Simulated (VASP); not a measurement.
The system is WF.

```xyz
2
Lattice="1.3659 0.7886 5.0696 -1.3659 0.7886 5.0696 0.0000 -1.5772 5.0696" Properties=species:S:1:pos:R:3 pbc="T T T"
W     0.0000    0.0000   12.3818
F     0.0000    0.0000   14.2525
```

Program: VASP 6.6.1. Alike in all runs: task single point; level PBE+U; potentials or basis VASP PAW PBE potentials, release 64 (W_sv, F); no spin polarisation; cell as given; k mesh 11 × 11 × 11; cutoff (eV) 520; smearing fermi-dirac 0.05 eV.

Problem. Order these runs on this cell by their pressure, lowest first.
A. U W d U = 2.0 eV
B. U W d U = 4.0 eV
C. U W d U = 6.0 eV
D. U W d U = 8.0 eV

Solution. A (4.0 GPa), B (6.6 GPa), C (9.3 GPa), D (12.3 GPa).

Caveats: the cell stands under pressure; an odd number of electrons without spin polarisation forces a metal; a magnetic or distorted state may lie lower; U without spin polarisation on a metal has little footing.
